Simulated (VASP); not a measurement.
## Be4Ga2C: single point with PBE

The system is Be4Ga2C.

```
Be Ga C
1.0
     4.08800    0.00000    0.00000
    -2.04400    3.54031    0.00000
     0.00000    0.00000    5.56648
Be Ga C
4 2 1
Direct
  0.33333 0.66667 0.00000
  0.66667 0.33333 0.00000
  0.00000 0.00000 0.29994
  0.00000 0.00000 0.70006
  0.33333 0.66667 0.50000
  0.66667 0.33333 0.50000
  0.00000 0.00000 0.00000
```

```json
{"Program": "VASP 6.6.1", "Task": "single point", "Functional": "PBE", "Potentials or basis": "VASP PAW PBE potentials, release 64 (Be, Ga_d, C)", "Cutoff": "520 eV", "k mesh": "12 × 12 × 8", "Occupations": "gaussian, width 0.1 eV", "Spin": "no spin polarisation", "Dipole correction": "no", "Further INCAR settings": "ALGO = Normal; EDIFF = 1e-06; NBANDS = 28"}
```

| Property | Result |
| --- | --- |
| Pressure | 0.2 GPa |
| Largest force | 0.008 eV/Å |
| Band gap on the k mesh | zero (bands 19 and 20 overlap by 1.89 eV) |

Forces in eV/Å, atoms in the order of the input:
```
Be   0.000  0.000  0.000
Be   0.000  0.000  0.000
Be   0.000  0.000  0.008
Be   0.000  0.000 -0.008
Ga   0.000  0.000  0.000
Ga   0.000  0.000  0.000
C    0.000  0.000  0.000
```

Levels at points of the mesh, in eV from the Fermi level:
```tsv
k point	band 15	band 16	band 17	band 18	band 19	band 20	band 21	band 22	band 23	band 24
(0.00, 0.00, 0.00)	-2.95	-1.24	-1.03	-0.89	-0.89	1.07	1.33	1.33	1.81	1.81
(0.50, 0.00, 0.00)	-4.91	-4.62	-3.53	-1.92	-1.90	0.15	0.74	2.59	4.39	5.09
(0.00, 0.00, 0.50)	-2.65	-2.65	-0.14	-0.14	-0.06	-0.06	0.46	0.46	1.08	1.08
(0.50, 0.00, 0.50)	-4.13	-3.68	-3.47	-1.91	-1.44	0.54	1.84	2.96	4.88	5.09
```

Run time: 2.2 min on 1 thread of Intel(R) Xeon(R) Platinum 8375C CPU @ 2.90GHz (Ice Lake) (shared host), peak memory 0.31 GiB.
